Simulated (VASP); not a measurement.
# C (P6_3/mmc) in VASP: notebook

C is run at these levels: PBE; tasks: single point, relaxation of cell and atoms.

Everything below comes from runs of VASP 6.6.1. Logs are shortened: lines on timing, memory, paths and dates and some standing lists are left out, and cuts for length are marked.

## (1) The cell of the first run

The structure is hexagonal, space group P6_3/mmc (No. 194). Conventional cell: a = 1.565 Å, b = 1.565 Å, c = 4.112 Å, α = 90.00°, β = 90.00°, γ = 120.00°. Within 2.1 Å of C (site symmetry -6m2) lie 6 C at 1.57 Å.

## (2) Single point, PBE

The input, INCAR:

```
SYSTEM = C
ALGO     = Normal         ! electronic algorithm
EDIFF    = 1E-7           ! SCF threshold, eV
ENCUT    = 520            ! plane-wave cutoff, eV
GGA      = PE             ! functional
ISIF     = 2              ! what is computed and relaxed
ISMEAR   = -1             ! smearing method
LASPH    = .TRUE.         ! aspherical terms in the spheres
LCHARG   = .FALSE.        ! write CHGCAR
LREAL    = .FALSE.        ! projectors in reciprocal space
LWAVE    = .FALSE.        ! write WAVECAR
NBANDS   = 11             ! bands
NELM     = 100            ! most SCF steps
PREC     = Accurate       ! precision mode
SIGMA    = 0.08           ! smearing width, eV
```

The input, KPOINTS:

```
k-points
0
G
  25 25 13
  0 0 0
```

The input, POSCAR:

```
C
1.0
    1.5654684417      0.0000000000      0.0000000000
   -0.7827342208      1.3557354394      0.0000000000
    0.0000000000      0.0000000000      4.1119792167
C
2
Direct
    0.3333333333      0.6666666667      0.2500000000
    0.6666666667      0.3333333333      0.7500000000
```

Potentials or basis: VASP PAW PBE potentials, release 64 (C).

Run with:

```bash
$ cat potpaw_PBE.64/C/POTCAR > POTCAR
$ mpirun -np 1 vasp_std > vasp.out
```

OUTCAR:

```text
SYSTEM = C
   EDIFF = 1E-7
   ENCUT = 520
   GGA = PE
   ISIF = 2
   ISMEAR = -1
   LASPH = .TRUE.
   LREAL = .FALSE.
   NELM = 100
   PREC = Accurate

 ion  position               nearest neighbor table
   1  0.333  0.667  0.250-
   2  0.667  0.333  0.750-

  LATTYP: Found a hexagonal cell.
 ALAT       =     1.5654684417
 C/A-ratio  =     2.6266765316

  Lattice vectors:

 A1 = (   1.5654684417,   0.0000000000,   0.0000000000)
 A2 = (  -0.7827342208,   1.3557354394,   0.0000000000)
 A3 = (   0.0000000000,   0.0000000000,   4.1119792167)

Analysis of symmetry for initial positions (statically):
=====================================================================
 Subroutine PRICEL returns:
 Original cell was already a primitive cell.

 Routine SETGRP: Setting up the symmetry group for a
 hexagonal supercell.

 Subroutine GETGRP returns: Found 24 space group operations
 (whereof 12 operations were pure point group operations)
 out of a pool of 24 trial point group operations.

The static configuration has the point symmetry D_3d.
 The point group associated with its full space group is D_6h.

Analysis of symmetry for dynamics (positions and initial velocities):
=====================================================================
 Subroutine PRICEL returns:
 Original cell was already a primitive cell.

 Routine SETGRP: Setting up the symmetry group for a
 hexagonal supercell.

 Subroutine GETGRP returns: Found 24 space group operations
 (whereof 12 operations were pure point group operations)
 out of a pool of 24 trial point group operations.

The dynamic configuration has the point symmetry D_3d.
 The point group associated with its full space group is D_6h.

 Subroutine INISYM returns: Found 24 space group operations
 (whereof 12 operations are pure point group operations),
 and found     1 'primitive' translations

----------------------------------------------------------------------------------------

                                     Primitive cell

  volume of cell :       8.7271

  direct lattice vectors                    reciprocal lattice vectors
     1.565468442  0.000000000  0.000000000     0.638786432  0.368803518  0.000000000
    -0.782734221  1.355735439  0.000000000     0.000000000  0.737607037  0.000000000
     0.000000000  0.000000000  4.111979217     0.000000000  0.000000000  0.243191891

  length of vectors
     1.565468442  1.565468442  4.111979217     0.737607037  0.737607037  0.243191891

  position of ions in fractional coordinates (direct lattice)
     0.333333333  0.666666667  0.250000000
     0.666666667  0.333333333  0.750000000

  ion indices of the primitive-cell ions
   primitive index   ion index
                 1           1
                 2           2

----------------------------------------------------------------------------------------

 KPOINTS: k-points

Automatic generation of k-mesh.
 Grid dimensions read from file:
 generate k-points for:   25   25   13

 Generating k-lattice:

  Cartesian coordinates                     Fractional coordinates (reciprocal lattice)
     0.025551457  0.014752141  0.000000000     0.040000000 -0.000000000  0.000000000
     0.000000000  0.029504281  0.000000000     0.000000000  0.040000000  0.000000000
     0.000000000  0.000000000  0.018707069     0.000000000  0.000000000  0.076923077

  Length of vectors
     0.029504281  0.029504281  0.018707069

  Shift w.r.t. Gamma in fractional coordinates (k-lattice)
     0.000000000  0.000000000  0.000000000

 Subroutine IBZKPT returns following result:
 ===========================================

 Found    455 irreducible k-points:

 Following reciprocal coordinates:
            Coordinates               Weight
  0.000000  0.000000  0.000000      1.000000
  0.040000  0.000000  0.000000      6.000000
  0.080000  0.000000  0.000000      6.000000
  0.120000  0.000000  0.000000      6.000000
  0.160000  0.000000  0.000000      6.000000
  0.200000  0.000000  0.000000      6.000000
[... 16 lines left out ...]
  0.400000  0.040000  0.000000     12.000000
  0.440000  0.040000  0.000000     12.000000
 [... further k-points ...]
   k-points           NKPTS =    455   k-points in BZ     NKDIM =    455   number of bands    NBANDS=     11
   number of dos      NEDOS =    301   number of ions     NIONS =      2
   total plane-waves  NPLWV =   4608
   dimension x,y,z NGX =    12 NGY =   12 NGZ =   32
   dimension x,y,z NGXF=    24 NGYF=   24 NGZF=   64
   ions per type =               2
   NGX,Y,Z   is equivalent  to a cutoff of  12.74, 12.74, 12.94 a.u.
   NGXF,Y,Z  is equivalent  to a cutoff of  25.49, 25.49, 25.87 a.u.
 SYSTEM =  C
   PREC   = accura    normal or accurate (medium, high low for compatibility)
   ISTART =      0    job   : 0-new  1-cont  2-samecut
   ICHARG =      2    charge: 1-file 2-atom 10-const
   ISPIN  =      1    spin polarized calculation?
   LNONCOLLINEAR =      F non collinear calculations
[... 33 lines left out ...]
   LEPSILON=     F    determine dielectric tensor
   LRPA    =     F    only Hartree local field effects (RPA)
 non-spin polarized calculation
  energy-cutoff  :      520.00
  volume of cell :        8.73
 maximum number of plane-waves:       244
 NGX is ok and might be reduce to    12
   NGX =  5   NGY =  5   NGZ = 15

 number of electron       8.0000000 magnetization

 Free energy of the ion-electron system (eV)
  ---------------------------------------------------
  ext. energy  EPLUGINS =         0.00000000
  ---------------------------------------------------
  free energy    TOTEN  =        -8.11469790 eV

  energy without entropy =       -8.10499889  energy(sigma->0) =       -8.10984840

 E-fermi :  15.9454     XC(G=0): -15.0247

 val. band max:       15.9427754894   @ k =   0.3200   0.2000   0.3077
 cond. band min:      15.9503001939   @ k =   0.4000   0.0000   0.3846
 fundamental gap:      0.0075247044
 Fermi energy:        15.9454194342

 k-point     1 :       0.0000    0.0000    0.0000
  band No.  band energies     occupation
      1     -11.9588      2.00000
      2      -7.2208      2.00000
      3      -1.0861      2.00000
      4      12.5000      2.00000
      5      27.4176      0.00000
      6      36.7817      0.00000
      7      36.7817      0.00000
      8      37.1143      0.00000
      9      37.1143      0.00000
     10      49.6578      0.00000
     11      64.1794      0.00000

 k-point     2 :       0.0400    0.0000    0.0000
  band No.  band energies     occupation
      1     -11.8595      2.00000
      2      -7.1361      2.00000
      3      -0.9621      2.00000
      4      12.6083      2.00000
      5      27.4239      0.00000
      6      36.3893      0.00000
      7      36.5373      0.00000
      8      36.9296      0.00000
      9      36.9490      0.00000
     10      49.6605      0.00000
     11      64.2177      0.00000

 k-point     3 :       0.0800    0.0000    0.0000
  band No.  band energies     occupation
      1     -11.5623      2.00000
      2      -6.8827      2.00000
      3      -0.5908      2.00000
      4      12.9314      2.00000
      5      27.4163      0.00000
      6      35.2648      0.00000
      7      35.8709      0.00000
      8      36.3876      0.00000
      9      36.4327      0.00000
     10      49.6252      0.00000
     11      61.3230      0.00000

 k-point     4 :       0.1200    0.0000    0.0000
  band No.  band energies     occupation
      1     -11.0681      2.00000
      2      -6.4612      2.00000
      3       0.0269      2.00000
      4      13.4645      2.00000
      5      27.2969      0.00000
      6      33.4878      0.00000
      7      34.9160      0.00000
      8      35.5595      0.00000
      9      35.6365      0.00000
     10      49.4837      0.00000
     11      58.4988      0.00000
[... 239 lines left out ...]
 k-point    22 :       0.3600    0.0400    0.0000
  band No.  band energies     occupation
      1      -3.3120      2.00000
      2      -0.0904      2.00000
      3       9.7960      2.00000
      4      14.4902      2.00000
      5      17.0015      0.00000
      6      20.0370      0.00000
      7      27.9576      0.00000
      8      29.0097      0.00000
      9      34.0418      0.00000
     10      38.6283      0.00000
     11      43.3742      0.00000

 k-point    23 :       0.4000    0.0400    0.0000
  band No.  band energies     occupation
      1      -1.6538      2.00000
      2       1.0117      2.00000
      3      11.9608      2.00000
      4      12.2071      2.00000
      5      14.8653      2.00000
      6      20.1764      0.00000
      7      27.4856      0.00000
      8      28.5652      0.00000
      9      32.1263      0.00000
     10      40.4381      0.00000
     11      41.3410      0.00000

 k-point    24 :       0.4400    0.0400    0.0000
  band No.  band energies     occupation
      1      -0.1315      2.00000
      2       1.6721      2.00000
      3      10.6048      2.00000
      4      13.2638      2.00000
      5      14.0456      2.00000
      6      19.3995      0.00000
      7      27.1987      0.00000
      8      28.2932      0.00000
      9      31.3401      0.00000
     10      39.7852      0.00000
     11      42.4527      0.00000

 [... further k-points ...]
[... 5 lines left out ...]
  --------------------------------------------------------------------------------------
  -------------------------------------------------------------------------------------
  Total       10.3640075     10.3640075     10.3701992      0.0000000     -0.0000000      0.0000000
  in kB     1902.6903913   1902.6903914   1903.8270920      0.0000001     -0.0000000      0.0000000
  external PRESSURE =    1903.0692916 kB  Pullay stress =       0.0000000 kB

 VOLUME and BASIS-vectors are now :
 -----------------------------------------------------------------------------
  energy-cutoff  :      520.00
  volume of cell :        8.73
      direct lattice vectors                 reciprocal lattice vectors
     1.565468442  0.000000000  0.000000000     0.638786432  0.368803518  0.000000000
    -0.782734221  1.355735439  0.000000000     0.000000000  0.737607037  0.000000000
     0.000000000  0.000000000  4.111979217     0.000000000  0.000000000  0.243191891

 POSITION                                       TOTAL-FORCE (eV/Angst)
 -----------------------------------------------------------------------------------
     -0.00000      0.90382      1.02799         0.000000      0.000000      0.000000
      0.78273      0.45191      3.08398        -0.000000     -0.000000      0.000000
 -----------------------------------------------------------------------------------
    total drift:                               -0.000000      0.000000     -0.000000

  FREE ENERGIE OF THE ION-ELECTRON SYSTEM (eV)
  ---------------------------------------------------
  free  energy   TOTEN  =        -8.1146979031 eV

  energy  without entropy=       -8.1049988908  energy(sigma->0) =       -8.10984840
```

Run time: 9.9 s. Hardware: 1 thread of Intel Xeon 6975P-C (Granite Rapids), shared host; peak memory 0.13 GiB.

Results:

* Free energy: -8.1147 eV
* Pressure: 190.3 GPa
* Band gap on the k mesh: zero (band 4 reaches 19.50 eV, above the bottom of band 5 at 13.96 eV)

## (3) Single point, PBE

The input, INCAR:

```
ALGO = Normal ; EDIFF = 1E-7
ENCUT = 520 ; GGA = PE
ISIF = 2 ; ISMEAR = -1
LASPH = True ; LCHARG = False
LREAL = False ; LWAVE = False
NBANDS = 11 ; NELM = 80
PREC = Accurate ; SIGMA = 0.08
```

The input, KPOINTS:

```
k-points
0
Gamma
  25 25 13
```

The input, POSCAR:

```
C
1.0
    1.5649150271      0.0000000000      0.0000000000
   -0.7824575135      1.3552561682      0.0000000000
    0.0000000000      0.0000000000      4.1155446440
C
2
Direct
    0.3333333333      0.6666666667      0.2500000000
    0.6666666667      0.3333333333      0.7500000000
```

Potentials or basis: VASP PAW PBE potentials, release 64 (C).

Run with:

```bash
$ cat potpaw_PBE.64/C/POTCAR > POTCAR
$ mpirun -np 1 vasp_std > vasp.out
```

Wall time 13 s (1 thread of Intel Xeon 6975P-C (Granite Rapids), shared host); peak memory 0.14 GiB.

It converged, with:

```yaml
Free_energy: -8.1163 eV
Pressure: 190.5 GPa
Band_gap_on_the_k_mesh: zero (band 4 reaches 19.47 eV, above the bottom of band 5 at 13.96 eV)
```

Stress tensor (GPa, compression positive):
```
190.89   0.00   0.00
  0.00 190.89   0.00
  0.00   0.00 189.84
```

Levels at points of the mesh, in eV from the Fermi level:
| k point | band 1 | band 2 | band 3 | band 4 | band 5 | band 6 | band 7 | band 8 |
| --- | --- | --- | --- | --- | --- | --- | --- | --- |
| (0.00, 0.00, 0.00) | -27.91 | -23.19 | -17.03 | -3.49 | 11.42 | 20.86 | 20.86 | 21.19 |

## (4) Relaxation of cell and atoms, PBE, target pressure 190 GPa, at which the enthalpy is minimised

The input, INCAR:

```
PREC = Accurate ; ENCUT = 600
EDIFF = 1E-6 ; ISMEAR = -1
SIGMA = 0.08 ; LREAL = False
LASPH = True ; NELM = 100
ALGO = Normal ; ISIF = 3
LWAVE = False ; LCHARG = False
GGA = PE ; IBRION = 2
NSW = 32 ; EDIFFG = -0.005
PSTRESS = 1900.0
```

The input, KPOINTS:

```
regular mesh
0
Gamma
  25 25 13
```

The input, POSCAR:

```
C
1.0
    1.5654684417      0.0000000000      0.0000000000
   -0.7827342208      1.3557354394      0.0000000000
    0.0000000000      0.0000000000      4.1119792167
C
2
Direct
    0.3333333333      0.6666666667      0.2500000000
    0.6666666667      0.3333333333      0.7500000000
```

Run with:

```bash
$ cat potpaw_PBE.64/C/POTCAR > POTCAR
$ mpirun -np 1 vasp_std > vasp.out
```

Run time: 25 s. Hardware: 1 thread of Intel Xeon 6975P-C (Granite Rapids), shared host; peak memory 0.13 GiB.

The run converged. Its results:

| Quantity | Value |
| --- | --- |
| Free energy | -8.1163 eV |
| Relaxed volume | 4.36 Å³/atom |
| Relaxed cell | a = 1.565 Å, b = 1.565 Å, c = 4.113 Å, α = 90.00°, β = 90.00°, γ = 120.00° |
| Space group after relaxing (to 0.05 Å) | P6_3/mmc (No. 194) |
| Energy change on relaxing (the enthalpy is what falls) | +1.6 meV/atom |
| Ionic steps | 4 |
| Pressure after relaxing | 190.0 GPa |
| Band gap on the k mesh | zero (band 4 reaches 19.49 eV, above the bottom of band 5 at 13.97 eV) |

The path:
```csv
step,energy change (eV),largest force (eV/Å),pressure (GPa),volume (Å³)
1,0.0000,0.0000,189.58,8.73
2,0.0173,0.0000,191.27,8.71
3,0.0049,0.0000,190.07,8.72
4,0.0033,0.0000,190.01,8.72
```

Final structure:
```yaml
crystal:
  lattice:
    - [1.56504, 0.00000, 0.00000]
    - [-0.78252, 1.35536, 0.00000]
    - [0.00000, 0.00000, 4.11294]
  atoms:
    - { symbol: C, position: [0.33333, 0.66667, 0.25000] }
    - { symbol: C, position: [0.66667, 0.33333, 0.75000] }
```

Levels at points of the mesh, in eV from the Fermi level:
| k point | band 1 | band 2 | band 3 | band 4 | band 5 | band 6 | band 7 | band 8 |
| --- | --- | --- | --- | --- | --- | --- | --- | --- |
| (0.00, 0.00, 0.00) | -27.91 | -23.18 | -17.04 | -3.46 | 11.45 | 20.85 | 20.85 | 21.17 |

Caveat: the cell is relaxed towards a set pressure, so the enthalpy falls and the energy may rise.

## (5) Relaxation of cell and atoms, PBE, target pressure 190 GPa, at which the enthalpy is minimised

This run uses another cell than the first one, of 4.44 Å³/atom, 1.017 times its volume.

The input, INCAR:

```
  ALGO = Normal
  EDIFF = 1E-6
  EDIFFG = -0.005
  ENCUT = 600
  GGA = PE
  IBRION = 2
  ISIF = 3
  ISMEAR = -1
  LASPH = True
  LCHARG = False
  LREAL = False
  LWAVE = False
  NELM = 80
  NSW = 60
  PREC = Accurate
  PSTRESS = 1900.0
  SIGMA = 0.08
```

The input, KPOINTS:

```
k-points
0
Gamma
  25 25 13
```

The input, POSCAR:

```
C
1.0
    1.8497426675      0.0000000000      0.0000000000
   -0.9248713337      1.6019241405      0.0000000000
    0.0000000000      0.0000000000      2.9965831213
C
2
Direct
    0.3333333333      0.6666666667      0.2500000000
    0.6666666667      0.3333333333      0.7500000000
```

Run with:

```bash
$ cat potpaw_PBE.64/C/POTCAR > POTCAR
$ mpirun -np 1 vasp_std > vasp.out
```

Wall time 2 min (1 thread of Intel Xeon 6975P-C (Granite Rapids), shared host); peak memory 0.13 GiB.

Results (log left out):

- Free energy: -8.0150 eV
- Relaxed volume: 4.33 Å³/atom
- Relaxed cell: a = 1.567 Å, b = 1.567 Å, c = 4.073 Å, α = 90.00°, β = 90.00°, γ = 120.00°
- Space group after relaxing (to 0.05 Å): P6_3/mmc (No. 194)
- Energy change on relaxing (the enthalpy is what falls): -139.0 meV/atom
- Ionic steps: 32
- Pressure after relaxing: 190.0 GPa
- Band gap on the k mesh: zero (band 4 reaches 19.94 eV, above the bottom of band 5 at 14.08 eV)

Stress tensor (GPa, compression positive):
```
190.11   0.00   0.00
  0.00 190.11   0.00
  0.00   0.00 189.85
```

The path:
| step | energy change (eV) | largest force (eV/Å) | pressure (GPa) | volume (Å³) |
| --- | --- | --- | --- | --- |
| 1 | 0.0000 | 0.0000 | 163.44 | 8.88 |
| 2 | 1.1468 | 0.0000 | 253.13 | 7.96 |
| 3 | 0.3805 | 0.0000 | 193.32 | 8.53 |
| 4 | 0.3967 | 0.0000 | 193.31 | 8.50 |
| 5 | 0.4102 | 0.0000 | 194.38 | 8.48 |
| 6 | 0.4370 | 0.0000 | 197.26 | 8.44 |
| 7 | 0.4919 | 0.0000 | 204.68 | 8.35 |
| 8 | 0.6681 | 0.0000 | 230.57 | 8.10 |
| 9 | 1.8846 | 0.0000 | 375.91 | 7.42 |
| 10 | 0.7767 | 0.0000 | 242.99 | 8.00 |
| 11 | 1.1346 | 0.0000 | 291.46 | 7.73 |
| 12 | 1.4264 | 0.0000 | 329.29 | 7.58 |
| 13 | 1.1788 | 0.0000 | 297.96 | 7.70 |
| 14 | 1.1764 | 0.0000 | 298.26 | 7.70 |
| 15 | 1.1699 | 0.0000 | 299.19 | 7.70 |
| 16 | 1.1602 | 0.0000 | 301.20 | 7.71 |
| 17 | 1.1564 | 0.0000 | 305.85 | 7.71 |
| 18 | 1.1560 | 0.0000 | 303.50 | 7.71 |
| 19 | 1.1391 | 0.0000 | 302.04 | 7.72 |
| 20 | 1.0889 | 0.0000 | 298.06 | 7.75 |
| 21 | 0.9901 | 0.0000 | 290.23 | 7.80 |
| 22 | 0.7989 | 0.0000 | 275.09 | 7.91 |
| 23 | 0.4412 | 0.0000 | 246.72 | 8.13 |
| 24 | -0.1829 | 0.0000 | 197.45 | 8.58 |
| 25 | -0.2732 | 0.0000 | 190.36 | 8.66 |
| 26 | -0.2964 | 0.0000 | 188.52 | 8.68 |
| 27 | -0.2927 | 0.0000 | 188.81 | 8.67 |
| 28 | -0.2816 | 0.0000 | 189.81 | 8.67 |
| 29 | -0.2795 | 0.0000 | 189.97 | 8.66 |
| 30 | -0.2791 | 0.0000 | 190.02 | 8.66 |
| 31 | -0.2788 | 0.0000 | 190.00 | 8.66 |
| 32 | -0.2779 | 0.0000 | 190.02 | 8.66 |

Final structure:
```yaml
crystal:
  lattice:
    - [1.56718, 0.00000, 0.00000]
    - [-0.78359, 1.35722, 0.00000]
    - [0.00000, 0.00000, 4.07255]
  atoms:
    - { symbol: C, position: [0.33333, 0.66667, 0.25000] }
    - { symbol: C, position: [0.66667, 0.33333, 0.75000] }
```

Levels at points of the mesh, in eV from the Fermi level:
| k point | band 1 | band 2 | band 3 | band 4 | band 5 | band 6 | band 7 | band 8 |
| --- | --- | --- | --- | --- | --- | --- | --- | --- |
| (0.00, 0.00, 0.00) | -27.99 | -23.05 | -17.13 | -3.06 | 11.93 | 20.72 | 20.72 | 21.07 |

Caveat: the cell is relaxed towards a set pressure, so the enthalpy falls and the energy may rise.

## (6) The runs side by side

| task | cell | cutoff (eV) | gap on the mesh (eV) | pressure (GPa) |
| --- | --- | --- | --- | --- |
| single point | a = 1.565, b = 1.565, c = 4.112 Å, angles 90.0, 90.0, 120.0°, 2 atoms | 520 | none | 190.3 |
| single point | a = 1.565, b = 1.565, c = 4.116 Å, angles 90.0, 90.0, 120.0°, 2 atoms | 520 | none | 190.5 |
| relaxation of cell and atoms | relaxed to 190 GPa from a = 1.565, b = 1.565, c = 4.112 Å, angles 90.0, 90.0, 120.0°, 2 atoms | 600 | none | 190.0 |
| relaxation of cell and atoms | relaxed to 190 GPa from a = 1.850, b = 1.850, c = 2.997 Å, angles 90.0, 90.0, 120.0°, 2 atoms | 600 | none | 190.0 |

Alike in all rows: level PBE; potentials or basis VASP PAW PBE potentials, release 64 (C); no spin polarisation; k mesh 25 × 25 × 13; smearing fermi-dirac 0.08 eV.

Caveats: the cell is relaxed towards a set pressure, so the enthalpy falls and the energy may rise (some runs).

Absolute energies hang on the potentials; compare differences alone.
